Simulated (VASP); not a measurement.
# Ag (Pm-3m) in VASP: a series of runs, part 2 of 2

VASP 6.6.1. Earlier steps stand in the parts before.

## Step 3: Single point, BLYP

This run uses another cell than the first one, of 22.45 Å³/atom, 1.219 times its volume.

Input file INCAR:

```
SYSTEM = Ag
PREC = Accurate ; ENCUT = 520
EDIFF = 1E-6 ; ISMEAR = -1
SIGMA = 0.1 ; LREAL = .False.
LASPH = .True. ; NELM = 60
ALGO = Normal ; ISIF = 2
LWAVE = .False. ; LCHARG = .False.
GGA = B5 ; ALDAX = 1.0
AGGAX = 1.0 ; AGGAC = 1.0
ALDAC = 0.0 ; NBANDS = 12
```

Input file KPOINTS:

```
Automatic mesh
0
Gamma
  18 18 18
  0 0 0
```

Input file POSCAR:

```
Ag
1.0
    2.8209739645      0.0000000000      0.0000000000
    0.0000000000      2.8209739645      0.0000000000
    0.0000000000      0.0000000000      2.8209739645
Ag
1
Direct
    0.0000000000      0.0000000000      0.0000000000
```

Potentials or basis: VASP PAW PBE potentials, release 64 (Ag).

On the command line:

```sh
$ cat potpaw_PBE.64/Ag/POTCAR > POTCAR
$ mpirun -np 1 vasp_std > vasp.out
```

OUTCAR:

```text
SYSTEM = Ag
   PREC = Accurate
   ENCUT = 520
   EDIFF = 1E-6
   ISMEAR = -1
   LREAL = .False.
   LASPH = .True.
   NELM = 60
   ISIF = 2
   GGA = B5

 ion  position               nearest neighbor table
   1  0.000  0.000  0.000-

  LATTYP: Found a simple cubic cell.
 ALAT       =     2.8209739645

  Lattice vectors:

 A1 = (   2.8209739645,   0.0000000000,   0.0000000000)
 A2 = (   0.0000000000,   2.8209739645,   0.0000000000)
 A3 = (   0.0000000000,   0.0000000000,   2.8209739645)

Analysis of symmetry for initial positions (statically):
=====================================================================
 Subroutine PRICEL returns:
 Original cell was already a primitive cell.

 Routine SETGRP: Setting up the symmetry group for a
 simple cubic supercell.

 Subroutine GETGRP returns: Found 48 space group operations
 (whereof 48 operations were pure point group operations)
 out of a pool of 48 trial point group operations.

The static configuration has the point symmetry O_h .

Analysis of symmetry for dynamics (positions and initial velocities):
=====================================================================
[... 160 lines left out ...]
 fundamental gap:      0.0893940144
 Fermi energy:         5.6258795144

 k-point     1 :       0.0000    0.0000    0.0000
  band No.  band energies     occupation
      1      -0.3089      2.00000
      2       0.1497      2.00000
      3       0.1497      2.00000
      4       2.6923      2.00000
      5       2.6923      2.00000
      6       2.6923      2.00000
      7      18.8531      0.00000
      8      18.8531      0.00000
      9      18.8531      0.00000
     10      23.8854      0.00000
     11      23.8854      0.00000
     12      24.5391      0.00000
[... 331 lines left out ...]
 k-point    24 :       0.3333    0.1111    0.0000
  band No.  band energies     occupation
      1       0.4110      2.00000
      2       0.7283      2.00000
      3       1.7454      2.00000
      4       2.0790      2.00000
      5       2.6520      2.00000
      6       3.1067      2.00000
      7      10.6603      0.00000
      8      19.2189      0.00000
      9      22.1611      0.00000
     10      23.2472      0.00000
     11      24.8221      0.00000
     12      28.9278      0.00000

 [... further k-points ...]
[... 5 lines left out ...]
  --------------------------------------------------------------------------------------
  -------------------------------------------------------------------------------------
  Total        0.0039508      0.0039508      0.0039508      0.0000000      0.0000000     -0.0000000
  in kB        0.2819667      0.2819667      0.2819667      0.0000000      0.0000000     -0.0000000
  external PRESSURE =       0.2819667 kB  Pullay stress =       0.0000000 kB

 VOLUME and BASIS-vectors are now :
 -----------------------------------------------------------------------------
  energy-cutoff  :      520.00
  volume of cell :       22.45
      direct lattice vectors                 reciprocal lattice vectors
     2.820973964  0.000000000  0.000000000     0.354487497  0.000000000  0.000000000
     0.000000000  2.820973964  0.000000000     0.000000000  0.354487497  0.000000000
     0.000000000  0.000000000  2.820973964     0.000000000  0.000000000  0.354487497

 POSITION                                       TOTAL-FORCE (eV/Angst)
 -----------------------------------------------------------------------------------
      0.00000      0.00000      0.00000         0.000000      0.000000      0.000000
 -----------------------------------------------------------------------------------
    total drift:                                0.000000     -0.000000      0.000000

  FREE ENERGIE OF THE ION-ELECTRON SYSTEM (eV)
  ---------------------------------------------------
  free  energy   TOTEN  =        -1.9077778201 eV

  energy  without entropy=       -1.8990089685  energy(sigma->0) =       -1.90339339
```

stdout:

```text
POSCAR found type information on POSCAR Ag
 POSCAR found :  1 types and       1 ions
 scaLAPACK will be used
 -----------------------------------------------------------------------------
|                                                                             |
|                                                                             |
|     You enforced a specific xc type in the INCAR file but a different       |
|     I HOPE YOU KNOW WHAT YOU ARE DOING!                                     |
|                                                                             |
 -----------------------------------------------------------------------------

 LDA part: xc-table for (Slater(with rela. corr.)+VWN5), standard interpolation
 POSCAR, INCAR and KPOINTS ok, starting setup
 FFT: planning ... GRIDC
 FFT: planning ... GRID_SOFT
 FFT: planning ... GRID
 WAVECAR not read
 entering main loop
```

It took 20 s on 1 thread of Intel Xeon 6975P-C (Granite Rapids), shared host; peak memory 0.18 GiB.

Results:

```yaml
Free_energy: -1.9078 eV
Pressure: 0.0 GPa
```

Levels at points of the mesh, in eV from the Fermi level:
| k point | band 3 | band 4 | band 5 | band 6 | band 7 | band 8 |
| --- | --- | --- | --- | --- | --- | --- |
| (0.00, 0.00, 0.00) | -5.48 | -2.93 | -2.93 | -2.93 | 13.23 | 13.23 |
| (0.50, 0.00, 0.00) | -3.75 | -3.75 | -2.86 | -0.16 | 1.23 | 16.81 |
| (0.50, 0.50, 0.00) | -3.61 | -3.61 | -2.26 | 3.74 | 3.74 | 6.40 |
| (0.50, 0.50, 0.50) | -4.98 | -2.21 | -2.21 | 7.83 | 7.83 | 7.83 |

Caveat: the PAW data sets were made with another functional, which shifts forces and pressure a little.
